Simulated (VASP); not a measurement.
# AlRu (Pm-3m) in VASP: single point with PBEsol

Aim: the single point of AlRu with PBEsol.

All numbers are computed with VASP 6.6.1; they aren't measurements. Logs are shortened: lines on timing, memory, paths and dates and some standing lists are left out, and cuts for length are marked.

**1. The cell of the first run**

The structure is cubic, space group Pm-3m (No. 221). Conventional cell: a = 2.992 Å, b = 2.992 Å, c = 2.992 Å, α = 90.00°, β = 90.00°, γ = 90.00°. Within 3.4 Å of Al (site symmetry m-3m) lie 8 Ru at 2.59 Å and 6 Al at 2.99 Å. Ru (site symmetry m-3m) has 8 Al at 2.59 Å and 6 Ru at 2.99 Å within 3.4 Å.

**2. Single point, PBEsol**

INCAR reads:

```
ALGO = Normal ; EDIFF = 1E-6
ENCUT = 500 ; GGA = PS
GGA_COMPAT = False ; ISIF = 2
ISMEAR = 1 ; LASPH = True
LCHARG = True ; LELF = True
LREAL = False ; LVHAR = True
LWAVE = False ; NBANDS = 16
NELM = 120 ; PREC = Accurate
SIGMA = 0.15
```

KPOINTS reads:

```
k-points
0
Gamma
  9 9 9
```

POSCAR reads:

```
AlRu
1.0
    2.9916000000      0.0000000000      0.0000000000
    0.0000000000      2.9916000000      0.0000000000
    0.0000000000      0.0000000000      2.9916000000
Al Ru
1 1
Direct
    0.0000000000      0.0000000000      0.0000000000
    0.5000000000      0.5000000000      0.5000000000
```

Potentials or basis: VASP PAW PBE potentials, release 64 (Al, Ru_pv).

Started as:

```bash
cat potpaw_PBE.64/Al/POTCAR potpaw_PBE.64/Ru_pv/POTCAR > POTCAR
mpirun -np 1 vasp_std > vasp.out
```

OUTCAR:

```text
EDIFF = 1E-6
   ENCUT = 500
   GGA = PS
   ISIF = 2
   ISMEAR = 1
   LASPH = True
   LREAL = False
   NELM = 120
   PREC = Accurate

 ion  position               nearest neighbor table
   1  0.000  0.000  0.000-   2 2.59   2 2.59   2 2.59   2 2.59   2 2.59   2 2.59   2 2.59   2 2.59

   2  0.500  0.500  0.500-   1 2.59   1 2.59   1 2.59   1 2.59   1 2.59   1 2.59   1 2.59   1 2.59

  LATTYP: Found a simple cubic cell.
 ALAT       =     2.9916000000

  Lattice vectors:

 A1 = (   2.9916000000,   0.0000000000,   0.0000000000)
 A2 = (   0.0000000000,   2.9916000000,   0.0000000000)
 A3 = (   0.0000000000,   0.0000000000,   2.9916000000)

Analysis of symmetry for initial positions (statically):
=====================================================================
 Subroutine PRICEL returns:
 Original cell was already a primitive cell.

 Routine SETGRP: Setting up the symmetry group for a
 simple cubic supercell.

 Subroutine GETGRP returns: Found 48 space group operations
 (whereof 48 operations were pure point group operations)
 out of a pool of 48 trial point group operations.

The static configuration has the point symmetry O_h .

Analysis of symmetry for dynamics (positions and initial velocities):
=====================================================================
 Subroutine PRICEL returns:
 Original cell was already a primitive cell.

 Routine SETGRP: Setting up the symmetry group for a
 simple cubic supercell.

 Subroutine GETGRP returns: Found 48 space group operations
 (whereof 48 operations were pure point group operations)
 out of a pool of 48 trial point group operations.

The dynamic configuration has the point symmetry O_h .

 Subroutine INISYM returns: Found 48 space group operations
 (whereof 48 operations are pure point group operations),
 and found     1 'primitive' translations

----------------------------------------------------------------------------------------

                                     Primitive cell

  volume of cell :      26.7738

  direct lattice vectors                    reciprocal lattice vectors
     2.991600000  0.000000000  0.000000000     0.334269287  0.000000000  0.000000000
     0.000000000  2.991600000  0.000000000     0.000000000  0.334269287  0.000000000
     0.000000000  0.000000000  2.991600000     0.000000000  0.000000000  0.334269287

  length of vectors
     2.991600000  2.991600000  2.991600000     0.334269287  0.334269287  0.334269287

  position of ions in fractional coordinates (direct lattice)
     0.000000000  0.000000000  0.000000000
     0.500000000  0.500000000  0.500000000

  ion indices of the primitive-cell ions
   primitive index   ion index
                 1           1
                 2           2

----------------------------------------------------------------------------------------

 KPOINTS: k-points

Automatic generation of k-mesh.
 Grid dimensions read from file:
 generate k-points for:    9    9    9

 Generating k-lattice:

  Cartesian coordinates                     Fractional coordinates (reciprocal lattice)
     0.037141032  0.000000000  0.000000000     0.111111111  0.000000000  0.000000000
     0.000000000  0.037141032  0.000000000     0.000000000  0.111111111  0.000000000
     0.000000000  0.000000000  0.037141032     0.000000000  0.000000000  0.111111111

  Length of vectors
     0.037141032  0.037141032  0.037141032

  Shift w.r.t. Gamma in fractional coordinates (k-lattice)
     0.000000000  0.000000000  0.000000000

 Subroutine IBZKPT returns following result:
 ===========================================

 Found     35 irreducible k-points:

 Following reciprocal coordinates:
            Coordinates               Weight
  0.000000  0.000000  0.000000      1.000000
  0.111111  0.000000  0.000000      6.000000
  0.222222  0.000000  0.000000      6.000000
  0.333333  0.000000  0.000000      6.000000
  0.444444  0.000000  0.000000      6.000000
  0.111111  0.111111  0.000000     12.000000
[... 16 lines left out ...]
  0.333333  0.333333  0.111111     24.000000
  0.444444  0.333333  0.111111     48.000000
 [... further k-points ...]
   k-points           NKPTS =     35   k-points in BZ     NKDIM =     35   number of bands    NBANDS=     16
   number of dos      NEDOS =    301   number of ions     NIONS =      2
   total plane-waves  NPLWV =  13824
   dimension x,y,z NGX =    24 NGY =   24 NGZ =   24
   dimension x,y,z NGXF=    48 NGYF=   48 NGZF=   48
   ions per type =               1   1
   NGX,Y,Z   is equivalent  to a cutoff of  13.34, 13.34, 13.34 a.u.
   NGXF,Y,Z  is equivalent  to a cutoff of  26.67, 26.67, 26.67 a.u.
 SYSTEM =  unknown system
   PREC   = accura    normal or accurate (medium, high low for compatibility)
   ISTART =      0    job   : 0-new  1-cont  2-samecut
   ICHARG =      2    charge: 1-file 2-atom 10-const
   ISPIN  =      1    spin polarized calculation?
   LNONCOLLINEAR =      F non collinear calculations
   LSORBIT =      F    spin-orbit coupling
   LASPH  =      T    aspherical Exc in radial PAW
   ENCUT  =  500.0 eV  36.75 Ry    6.06 a.u.   5.45  5.45  5.45*2*pi/ulx,y,z
   NELM   =    120;   NELMIN=  2; NELMDL= -5     # of ELM steps
   EDIFF  = 0.1E-05   stopping-criterion for ELM
   LREAL  =      F    real-space projection
   EDIFFG = 0.1E-04   stopping-criterion for IOM
   NSW    =      0    number of steps for IOM
   IBRION =     -1    ionic relax: 0-MD 1-quasi-New 2-CG
   NFREE  =      0    steps in history (QN), initial steepest desc. (CG)
   ISIF   =      2    stress and relaxation
   ISYM   =      2    0-nonsym 1-usesym 2-fastsym
   POTIM  = 0.5000    time-step for ionic-motion
   TEBEG  =    0.0;   TEEND  =   0.0 temperature during run
   PSTRESS=    0.0 pullay stress
   NELECT =      17.0000    total number of electrons
   NUPDOWN=      -1.0000    fix difference up-down
   EMIN   =  10.00;   EMAX   =-10.00  energy-range for DOS
   EFERMI =   0.00;   METHOD = LEGACY
   ISMEAR =     1;   SIGMA  =   0.15  broadening in eV -4-tet -1-fermi 0-gaus
   EFERMI_NEDOS =   21; number of points for ismear=-14 and -15
   IALGO  =     38    algorithm
   IMIX   =      4    mixing-type and parameters
     AMIX     =   0.40;   BMIX     =  1.00
     AMIX_MAG =   1.60;   BMIX_MAG =  1.00
  volume/ion in A,a.u.               =      13.39        90.34
  Fermi-wavevector in a.u.,A,eV,Ry     =   1.407087  2.659009 26.938090  1.979894
  Thomas-Fermi vector in A             =   2.529382
   LORBIT       =      0    0 simple, 1 ext, 2 COOP (PROOUT), +10 PAW based schemes
   GGA     = PS    functional components
   LHFCALC =     F    Hartree Fock is set to
   AEXX    =    0.0000 exact exchange contribution
   IVDW    =     0    specifies the selected vdW correction
   LEPSILON=     F    determine dielectric tensor
   LRPA    =     F    only Hartree local field effects (RPA)
 non-spin polarized calculation
 Methfessel and Paxton  Order N= 1 SIGMA  =   0.15
  energy-cutoff  :      500.00
  volume of cell :       26.77
 maximum number of plane-waves:       697
 NGX is ok and might be reduce to    24
   NGX = 11   NGY = 11   NGZ = 11

 number of electron      16.9999995 magnetization

 Free energy of the ion-electron system (eV)
  ---------------------------------------------------
  ext. energy  EPLUGINS =         0.00000000
  ---------------------------------------------------
  free energy    TOTEN  =       -15.51401670 eV

  energy without entropy =      -15.51380231  energy(sigma->0) =      -15.51394524

 E-fermi :  10.5077     XC(G=0): -12.6895

 val. band max:       10.4972738427   @ k =   0.4444   0.4444   0.1111
 cond. band min:      10.5195065243   @ k =   0.4444   0.1111   0.1111
 fundamental gap:      0.0222326816
 Fermi energy:        10.5077452911

 k-point     1 :       0.0000    0.0000    0.0000
  band No.  band energies     occupation
      1     -31.1464      2.00000
      2     -31.1464      2.00000
      3     -31.1464      2.00000
      4       0.9138      2.00000
      5       6.9988      2.00000
      6       6.9988      2.00000
[... 8 lines left out ...]
     15      22.5350      0.00000
     16      25.6737      0.00000

 k-point     2 :       0.1111    0.0000    0.0000
  band No.  band energies     occupation
      1     -31.1714      2.00000
      2     -31.1444      2.00000
      3     -31.1444      2.00000
      4       1.1503      2.00000
      5       7.0754      2.00000
      6       7.0808      2.00000
[... 8 lines left out ...]
     15      22.5388      0.00000
     16      26.4390      0.00000

 k-point     3 :       0.2222    0.0000    0.0000
  band No.  band energies     occupation
      1     -31.2340      2.00000
      2     -31.1390      2.00000
      3     -31.1390      2.00000
      4       1.8337      2.00000
      5       7.1369      2.00000
      6       7.3001      2.00000
[... 8 lines left out ...]
     15      23.2476      0.00000
     16      27.5735      0.00000

 k-point     4 :       0.3333    0.0000    0.0000
  band No.  band energies     occupation
      1     -31.3046      2.00000
      2     -31.1330      2.00000
      3     -31.1330      2.00000
      4       2.8912      2.00000
      5       6.7232      2.00000
      6       7.5733      2.00000
[... 8 lines left out ...]
     15      23.7038      0.00000
     16      25.5460      0.00000

 k-point     5 :       0.4444    0.0000    0.0000
  band No.  band energies     occupation
      1     -31.3502      2.00000
      2     -31.1291      2.00000
      3     -31.1291      2.00000
      4       4.1968      2.00000
      5       5.6428      2.00000
      6       7.7687      2.00000
[... 8 lines left out ...]
     15      23.7670      0.00000
     16      23.7670      0.00000

 k-point     6 :       0.1111    0.1111    0.0000
  band No.  band energies     occupation
      1     -31.1701      2.00000
      2     -31.1681      2.00000
      3     -31.1423      2.00000
      4       1.3823      2.00000
      5       7.1496      2.00000
      6       7.1744      2.00000
[... 8 lines left out ...]
     15      22.7701      0.00000
     16      27.0279      0.00000

 k-point     7 :       0.2222    0.1111    0.0000
  band No.  band energies     occupation
      1     -31.2315      2.00000
      2     -31.1635      2.00000
      3     -31.1369      2.00000
      4       2.0511      2.00000
      5       7.2237      2.00000
      6       7.3940      2.00000
[... 8 lines left out ...]
     15      23.9325      0.00000
     16      26.6551      0.00000

 k-point     8 :       0.3333    0.1111    0.0000
  band No.  band energies     occupation
      1     -31.3017      2.00000
      2     -31.1571      2.00000
      3     -31.1309      2.00000
      4       3.0808      2.00000
      5       6.7788      2.00000
      6       7.6736      2.00000
[... 8 lines left out ...]
     15      24.4272      0.00000
     16      24.9108      0.00000

 k-point     9 :       0.4444    0.1111    0.0000
  band No.  band energies     occupation
      1     -31.3472      2.00000
      2     -31.1529      2.00000
      3     -31.1269      2.00000
      4       4.3537      2.00000
      5       5.6917      2.00000
      6       7.8933      2.00000
[... 8 lines left out ...]
     15      22.6431      0.00000
     16      23.6205      0.00000
[... 172 lines left out ...]
 k-point    19 :       0.4444    0.1111    0.1111
  band No.  band energies     occupation
      1     -31.3441      2.00000
      2     -31.1514      2.00000
      3     -31.1501      2.00000
      4       4.4885      2.00000
      5       5.7932      2.00000
      6       8.0051      2.00000
[... 8 lines left out ...]
     15      22.5401      0.00000
     16      24.5545      0.00000

 k-point    20 :       0.2222    0.2222    0.1111
  band No.  band energies     occupation
      1     -31.2249      2.00000
      2     -31.2204      2.00000
      3     -31.1557      2.00000
      4       2.8620      2.00000
      5       7.4319      2.00000
      6       7.6990      2.00000
[... 8 lines left out ...]
     15      24.7655      0.00000
     16      24.8135      0.00000

 k-point    21 :       0.3333    0.2222    0.1111
  band No.  band energies     occupation
      1     -31.2918      2.00000
      2     -31.2154      2.00000
      3     -31.1493      2.00000
      4       3.7454      2.00000
      5       6.9913      2.00000
      6       7.9239      2.00000
[... 8 lines left out ...]
     15      23.3099      0.00000
     16      25.2690      0.00000

 k-point    22 :       0.4444    0.2222    0.1111
  band No.  band energies     occupation
      1     -31.3365      2.00000
      2     -31.2107      2.00000
      3     -31.1452      2.00000
      4       4.7136      2.00000
      5       6.1620      2.00000
      6       8.1067      2.00000
[... 8 lines left out ...]
     15      22.5454      0.00000
     16      24.4522      0.00000

 k-point    23 :       0.3333    0.3333    0.1111
  band No.  band energies     occupation
      1     -31.2853      2.00000
      2     -31.2818      2.00000
      3     -31.1430      2.00000
      4       4.3412      2.00000
      5       6.9058      2.00000
      6       8.0941      2.00000
[... 8 lines left out ...]
     15      24.0362      0.00000
     16      25.0883      0.00000

 k-point    24 :       0.4444    0.3333    0.1111
  band No.  band energies     occupation
      1     -31.3277      2.00000
      2     -31.2782      2.00000
      3     -31.1388      2.00000
      4       4.7632      2.00000
      5       6.8146      2.00000
      6       8.0740      2.00000
[... 8 lines left out ...]
     15      23.6285      0.00000
     16      24.1304      0.00000

 [... further k-points ...]

------------------------ aborting loop because EDIFF is reached ----------------------------------------

  FORCE on cell =-STRESS in cart. coord.  units (eV):
  Direction    XX          YY          ZZ          XY          YZ          ZX
  --------------------------------------------------------------------------------------
  -------------------------------------------------------------------------------------
  Total       -0.5552432     -0.5552432     -0.5552432     -0.0000000      0.0000000     -0.0000000
  in kB      -33.2263987    -33.2263987    -33.2263987     -0.0000000      0.0000000     -0.0000000
  external PRESSURE =     -33.2263987 kB  Pullay stress =       0.0000000 kB

 VOLUME and BASIS-vectors are now :
 -----------------------------------------------------------------------------
  energy-cutoff  :      500.00
  volume of cell :       26.77
      direct lattice vectors                 reciprocal lattice vectors
     2.991600000  0.000000000  0.000000000     0.334269287  0.000000000  0.000000000
     0.000000000  2.991600000  0.000000000     0.000000000  0.334269287  0.000000000
     0.000000000  0.000000000  2.991600000     0.000000000  0.000000000  0.334269287

 POSITION                                       TOTAL-FORCE (eV/Angst)
 -----------------------------------------------------------------------------------
      0.00000      0.00000      0.00000         0.000000      0.000000      0.000000
      1.49580      1.49580      1.49580         0.000000      0.000000      0.000000
 -----------------------------------------------------------------------------------
    total drift:                                0.000000     -0.000000     -0.000000

  FREE ENERGIE OF THE ION-ELECTRON SYSTEM (eV)
  ---------------------------------------------------
  free  energy   TOTEN  =       -15.5140167019 eV

  energy  without entropy=      -15.5138023067  energy(sigma->0) =      -15.51394524
```

Run time: 7.9 s. Hardware: 1 thread of Intel Xeon 6975P-C, shared host; peak memory 0.14 GiB.

What came out:

* Free energy: -15.5140 eV
* Pressure: -3.3 GPa

Caveat: the PAW data sets were made with another functional, which shifts forces and pressure a little.
